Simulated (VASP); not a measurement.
A run of VASP 6.6.1 is set up as follows.

Contents of INCAR:

```
PREC = Accurate
ENCUT = 600
EDIFF = 1E-6
ISMEAR = 0
SIGMA = 0.01
LREAL = F
LASPH = T
NELM = 60
ALGO = Normal
ISIF = 3
LWAVE = F
LCHARG = F
GGA = B5
ALDAX = 1.0
AGGAX = 1.0
AGGAC = 1.0
ALDAC = 0.0
IVDW = 12
VDW_S6 = 1.0
VDW_S8 = 2.6996
VDW_A1 = 0.4298
VDW_A2 = 4.2359
IBRION = 2
NSW = 100
EDIFFG = -0.01
```

Contents of KPOINTS:

```
Automatic mesh
0
Gamma
  6 6 2
```

Contents of POSCAR:

```
K2NaCl3
1.0
    4.2739730000      0.0000000000      0.0000000000
   -2.1369865000      3.7013691931      0.0000000000
    0.0000000000      0.0000000000     10.5706740000
K Na Cl
2 1 3
Direct
    0.3333333333      0.6666666667      0.6790200000
    0.6666666667      0.3333333333      0.3209800000
    0.0000000000      0.0000000000      0.0000000000
    0.3333333333      0.6666666667      0.1429900000
    0.6666666667      0.3333333333      0.8570100000
    0.0000000000      0.0000000000      0.5000000000
```

Potentials or basis: VASP PAW PBE potentials, release 64 (K_sv, Na_pv, Cl).

Run with:

```sh
$ cat potpaw_PBE.64/K_sv/POTCAR potpaw_PBE.64/Na_pv/POTCAR potpaw_PBE.64/Cl/POTCAR > POTCAR
$ mpirun -np 1 vasp_std > vasp.out
```

Q: Estimate the space group after relaxing (to 0.05 Å).

A: P-3m1 (No. 164).

Q: Estimate the relaxed volume.

A: 26.70 Å³/atom.

Final structure:
```
K Na Cl
1.0
     4.19999    0.00000    0.00000
    -2.09999    3.63729    0.00000
     0.00000    0.00000   10.48783
K Na Cl
2 1 3
Direct
  0.33333 0.66667 0.67973
  0.66667 0.33333 0.32027
  0.00000 0.00000 0.00000
  0.33333 0.66667 0.14068
  0.66667 0.33333 0.85932
  0.00000 0.00000 0.50000
```

Caveat: the PAW data sets were made with another functional, which shifts forces and pressure a little.
